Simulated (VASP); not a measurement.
# Sc (I4/mmm) in VASP: a series of runs

Sc is run at these levels: PBEsol; tasks: single point.

Everything below comes from runs of VASP 6.6.1. Logs are shortened: lines on timing, memory, paths and dates and some standing lists are left out, and cuts for length are marked.

### 1 The cell of the first run

The structure is tetragonal, space group I4/mmm (No. 139). Conventional cell: a = 3.115 Å, b = 3.115 Å, c = 4.677 Å, α = 90.00°, β = 90.00°, γ = 90.00°. Sc (site symmetry 4/mmm) has 12 Sc at 3.11 to 3.21 Å within 4.1 Å.

### 2 Single point, PBEsol (strain -0.030 along x and y, +0.030 along z)

Contents of INCAR:

```
SYSTEM = Sc
ALGO     = Normal         ! electronic algorithm
EDIFF    = 1E-6           ! SCF threshold, eV
ENCUT    = 520            ! plane-wave cutoff, eV
GGA      = PS             ! functional
ISIF     = 2              ! what is computed and relaxed
ISMEAR   = 0              ! smearing method
LASPH    = .TRUE.         ! aspherical terms in the spheres
LCHARG   = .FALSE.        ! write CHGCAR
LREAL    = .FALSE.        ! projectors in reciprocal space
LWAVE    = .FALSE.        ! write WAVECAR
NBANDS   = 12             ! bands
NELM     = 60             ! most SCF steps
PREC     = Accurate       ! precision mode
SIGMA    = 0.15           ! smearing width, eV
```

Contents of KPOINTS:

```
k-points
0
G
  18 18 18
  0 0 0
```

Contents of POSCAR:

```
Sc
1.0
    0.0000000000      2.2023850000      2.3386150000
    2.2023850000      0.0000000000      2.3386150000
    2.2023850000      2.2023850000      0.0000000000
Sc
1
Direct
    0.0000000000      0.0000000000      0.0000000000
```

Potentials or basis: VASP PAW PBE potentials, release 64 (Sc_sv).

The run is started by

```bash
$ cat potpaw_PBE.64/Sc_sv/POTCAR > POTCAR
$ mpirun -np 1 vasp_std > vasp.out
```

OUTCAR:

```text
SYSTEM = Sc
   EDIFF = 1E-6
   ENCUT = 520
   GGA = PS
   ISIF = 2
   ISMEAR = 0
   LASPH = .TRUE.
   LREAL = .FALSE.
   NELM = 60
   PREC = Accurate

 ion  position               nearest neighbor table
   1  0.000  0.000  0.000-

  LATTYP: Found a body centered tetragonal cell.
 ALAT       =     3.1146427366
 C/A-ratio  =     1.5016906899

  Lattice vectors:

 A1 = (  -2.2023850000,   0.0000000000,   2.3386150000)
 A2 = (   2.2023850000,   0.0000000000,   2.3386150000)
 A3 = (   0.0000000000,   2.2023850000,  -2.3386150000)

Analysis of symmetry for initial positions (statically):
=====================================================================
 Subroutine PRICEL returns:
 Original cell was already a primitive cell.

 Routine SETGRP: Setting up the symmetry group for a
 body centered tetragonal supercell.

 Subroutine GETGRP returns: Found 16 space group operations
 (whereof 16 operations were pure point group operations)
 out of a pool of 16 trial point group operations.

The static configuration has the point symmetry D_4h.

Analysis of symmetry for dynamics (positions and initial velocities):
=====================================================================
 Subroutine PRICEL returns:
 Original cell was already a primitive cell.

 Routine SETGRP: Setting up the symmetry group for a
 body centered tetragonal supercell.

 Subroutine GETGRP returns: Found 16 space group operations
 (whereof 16 operations were pure point group operations)
 out of a pool of 16 trial point group operations.

The dynamic configuration has the point symmetry D_4h.

 Subroutine INISYM returns: Found 16 space group operations
 (whereof 16 operations are pure point group operations),
 and found     1 'primitive' translations

----------------------------------------------------------------------------------------

                                     Primitive cell

  volume of cell :      22.6869

  direct lattice vectors                    reciprocal lattice vectors
     0.000000000  2.202385000  2.338615000    -0.227026610  0.227026610  0.213801759
     2.202385000  0.000000000  2.338615000     0.227026610 -0.227026610  0.213801759
     2.202385000  2.202385000  0.000000000     0.227026610  0.227026610 -0.213801759

  length of vectors
     3.212416506  3.212416506  3.114642737     0.385737417  0.385737417  0.385737417

  position of ions in fractional coordinates (direct lattice)
     0.000000000  0.000000000  0.000000000

  ion indices of the primitive-cell ions
   primitive index   ion index
                 1           1

----------------------------------------------------------------------------------------

 KPOINTS: k-points

Automatic generation of k-mesh.
 Grid dimensions read from file:
 generate k-points for:   18   18   18

 Generating k-lattice:

  Cartesian coordinates                     Fractional coordinates (reciprocal lattice)
    -0.012612589  0.012612589  0.011877875     0.055555556 -0.000000000  0.000000000
     0.012612589 -0.012612589  0.011877875    -0.000000000  0.055555556  0.000000000
     0.012612589  0.012612589 -0.011877875     0.000000000  0.000000000  0.055555556

  Length of vectors
     0.021429857  0.021429857  0.021429857

  Shift w.r.t. Gamma in fractional coordinates (k-lattice)
     0.000000000  0.000000000  0.000000000

 Subroutine IBZKPT returns following result:
 ===========================================

 Found    480 irreducible k-points:

 Following reciprocal coordinates:
            Coordinates               Weight
  0.000000  0.000000  0.000000      1.000000
  0.055556 -0.000000  0.000000      8.000000
  0.111111 -0.000000  0.000000      8.000000
  0.166667 -0.000000  0.000000      8.000000
  0.222222 -0.000000  0.000000      8.000000
  0.277778  0.000000  0.000000      8.000000
[... 16 lines left out ...]
 -0.277778  0.055556  0.000000      8.000000
 -0.222222  0.055556  0.000000      8.000000
 [... further k-points ...]
   k-points           NKPTS =    480   k-points in BZ     NKDIM =    480   number of bands    NBANDS=     12
   number of dos      NEDOS =    301   number of ions     NIONS =      1
   total plane-waves  NPLWV =  13824
   dimension x,y,z NGX =    24 NGY =   24 NGZ =   24
   dimension x,y,z NGXF=    48 NGYF=   48 NGZF=   48
   ions per type =               1
   NGX,Y,Z   is equivalent  to a cutoff of  12.42, 12.42, 12.81 a.u.
   NGXF,Y,Z  is equivalent  to a cutoff of  24.84, 24.84, 25.62 a.u.
 SYSTEM =  Sc
   PREC   = accura    normal or accurate (medium, high low for compatibility)
   ISTART =      0    job   : 0-new  1-cont  2-samecut
   ICHARG =      2    charge: 1-file 2-atom 10-const
   ISPIN  =      1    spin polarized calculation?
   LNONCOLLINEAR =      F non collinear calculations
   LSORBIT =      F    spin-orbit coupling
   LASPH  =      T    aspherical Exc in radial PAW
   ENCUT  =  520.0 eV  38.22 Ry    6.18 a.u.   5.97  5.97  5.79*2*pi/ulx,y,z
   NELM   =     60;   NELMIN=  2; NELMDL= -5     # of ELM steps
   EDIFF  = 0.1E-05   stopping-criterion for ELM
   LREAL  =      F    real-space projection
   EDIFFG = 0.1E-04   stopping-criterion for IOM
   NSW    =      0    number of steps for IOM
   IBRION =     -1    ionic relax: 0-MD 1-quasi-New 2-CG
   NFREE  =      0    steps in history (QN), initial steepest desc. (CG)
   ISIF   =      2    stress and relaxation
   ISYM   =      2    0-nonsym 1-usesym 2-fastsym
   POTIM  = 0.5000    time-step for ionic-motion
   TEBEG  =    0.0;   TEEND  =   0.0 temperature during run
   PSTRESS=    0.0 pullay stress
   NELECT =      11.0000    total number of electrons
   NUPDOWN=      -1.0000    fix difference up-down
   EMIN   =  10.00;   EMAX   =-10.00  energy-range for DOS
   EFERMI =   0.00;   METHOD = LEGACY
   ISMEAR =     0;   SIGMA  =   0.15  broadening in eV -4-tet -1-fermi 0-gaus
   EFERMI_NEDOS =   21; number of points for ismear=-14 and -15
   IALGO  =     38    algorithm
   IMIX   =      4    mixing-type and parameters
     AMIX     =   0.40;   BMIX     =  1.00
     AMIX_MAG =   1.60;   BMIX_MAG =  1.00
  volume/ion in A,a.u.               =      22.69       153.10
  Fermi-wavevector in a.u.,A,eV,Ry     =   1.286118  2.430410 22.505374  1.654098
  Thomas-Fermi vector in A             =   2.418211
   LORBIT       =      0    0 simple, 1 ext, 2 COOP (PROOUT), +10 PAW based schemes
   GGA     = PS    functional components
   LHFCALC =     F    Hartree Fock is set to
   AEXX    =    0.0000 exact exchange contribution
   IVDW    =     0    specifies the selected vdW correction
   LEPSILON=     F    determine dielectric tensor
   LRPA    =     F    only Hartree local field effects (RPA)
 non-spin polarized calculation
 Gauss-broadening in eV      SIGMA  =   0.15
  energy-cutoff  :      520.00
  volume of cell :       22.69
 maximum number of plane-waves:       636
   NGX = 11   NGY = 11   NGZ = 11

 number of electron      11.0000002 magnetization

 Free energy of the ion-electron system (eV)
  ---------------------------------------------------
  ext. energy  EPLUGINS =         0.00000000
  ---------------------------------------------------
  free energy    TOTEN  =        -6.55719878 eV

  energy without entropy =       -6.53739860  energy(sigma->0) =       -6.54729869

 E-fermi :   4.1349     XC(G=0): -10.3307

 val. band max:        4.1338946050   @ k =  -0.2778   0.1667   0.3889
 cond. band min:       4.1374277662   @ k =  -0.2778   0.1111   0.2778
 fundamental gap:      0.0035331613
 Fermi energy:         4.1348566725

 k-point     1 :       0.0000    0.0000    0.0000
  band No.  band energies     occupation
      1     -44.8741      2.00000
      2     -23.3209      2.00000
      3     -23.3209      2.00000
      4     -23.3203      2.00000
      5      -1.2148      2.00000
      6       5.5387      0.00000
      7       5.9813      0.00000
      8       5.9813      0.00000
      9       7.0799      0.00000
     10       7.6081      0.00000
     11      17.1650      0.00000
     12      20.0953      0.00000

 k-point     2 :       0.0556   -0.0000    0.0000
  band No.  band energies     occupation
      1     -44.8715      2.00000
      2     -23.3375      2.00000
      3     -23.3231      2.00000
      4     -23.3223      2.00000
      5      -1.1297      2.00000
      6       5.5424      0.00000
      7       5.9427      0.00000
      8       6.0147      0.00000
      9       7.0630      0.00000
     10       7.5773      0.00000
     11      17.2569      0.00000
     12      19.8517      0.00000

 k-point     3 :       0.1111   -0.0000    0.0000
  band No.  band energies     occupation
      1     -44.8640      2.00000
      2     -23.3856      2.00000
      3     -23.3309      2.00000
      4     -23.3264      2.00000
      5      -0.8794      2.00000
      6       5.4913      0.00000
      7       5.8879      0.00000
      8       6.1042      0.00000
      9       7.0346      0.00000
     10       7.5003      0.00000
     11      17.4456      0.00000
     12      18.8294      0.00000
[... 286 lines left out ...]
 k-point    23 :      -0.2778    0.0556    0.0000
  band No.  band energies     occupation
      1     -44.8157      2.00000
      2     -23.6795      2.00000
      3     -23.3909      2.00000
      4     -23.3460      2.00000
      5       0.9465      2.00000
      6       4.6648      0.00000
      7       5.7136      0.00000
      8       6.2461      0.00000
      9       7.4486      0.00000
     10       7.8338      0.00000
     11      14.2874      0.00000
     12      17.2987      0.00000

 k-point    24 :      -0.2222    0.0556    0.0000
  band No.  band energies     occupation
      1     -44.8304      2.00000
      2     -23.5913      2.00000
      3     -23.3747      2.00000
      4     -23.3375      2.00000
      5       0.3321      2.00000
      6       4.9088      0.00000
      7       5.8109      0.00000
      8       6.3238      0.00000
      9       7.2497      0.00000
     10       7.5158      0.00000
     11      15.5070      0.00000
     12      17.6739      0.00000

 [... further k-points ...]

------------------------ aborting loop because EDIFF is reached ----------------------------------------

  FORCE on cell =-STRESS in cart. coord.  units (eV):
  Direction    XX          YY          ZZ          XY          YZ          ZX
  --------------------------------------------------------------------------------------
  -------------------------------------------------------------------------------------
  Total        0.4172594      0.4172594      0.1307864      0.0000000      0.0000000      0.0000000
  in kB       29.4673790     29.4673790      9.2362973      0.0000000      0.0000000      0.0000000
  external PRESSURE =      22.7236851 kB  Pullay stress =       0.0000000 kB

 VOLUME and BASIS-vectors are now :
 -----------------------------------------------------------------------------
  energy-cutoff  :      520.00
  volume of cell :       22.69
      direct lattice vectors                 reciprocal lattice vectors
     0.000000000  2.202385000  2.338615000    -0.227026610  0.227026610  0.213801759
     2.202385000  0.000000000  2.338615000     0.227026610 -0.227026610  0.213801759
     2.202385000  2.202385000  0.000000000     0.227026610  0.227026610 -0.213801759

 POSITION                                       TOTAL-FORCE (eV/Angst)
 -----------------------------------------------------------------------------------
      0.00000      0.00000      0.00000        -0.000000      0.000000      0.000000
 -----------------------------------------------------------------------------------
    total drift:                                0.000000      0.000000     -0.000000

  FREE ENERGIE OF THE ION-ELECTRON SYSTEM (eV)
  ---------------------------------------------------
  free  energy   TOTEN  =        -6.5571987846 eV

  energy  without entropy=       -6.5373985986  energy(sigma->0) =       -6.54729869
```

Wall time 1.9 min (1 thread of Intel Xeon 8259CL, shared host); peak memory 0.24 GiB.

What came out:

```yaml
Free_energy: -6.5572 eV
Pressure: 2.3 GPa
Band_gap_on_the_k_mesh: zero (an odd number of electrons rules out a gap without spin polarisation)
```

Caveat: the cell differs from its parent crystal (strain -0.030 along x and y, +0.030 along z); the PAW data sets were made with another functional, which shifts forces and pressure a little.

(Continued in part 2 of 2.)
